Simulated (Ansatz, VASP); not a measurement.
Co: VASP beside Ansatz

```
CELL_PARAMETERS angstrom
0.00000 1.76170 1.76170
1.76170 0.00000 1.76170
1.76170 1.76170 0.00000
ATOMIC_POSITIONS crystal
Co 0.00000 0.00000 0.00000
```

Alike in both runs: task single point; functional revPBE; k mesh 17 × 17 × 17; occupations fermi-dirac, width 0.1 eV; no spin polarisation.

```csv
,VASP,Ansatz
version,VASP 6.6.1,Ansatz 0.2.0
potentials or method,"VASP PAW PBE potentials, release 64 (Co), cutoff 520 eV","plane waves (420 eV) with PAW, scalar-relativistic"
valence electrons in the cell,9,17
```

```csv
,VASP,Ansatz,Ansatz less VASP
pressure (GPa),-8.8,-8.4,+0.32
```

VASP's potentials were made for PBE, not for revPBE. VASP's potentials hold 9 valence electrons a cell and Ansatz's 17, so a difference there can come from the potentials and not from the codes.
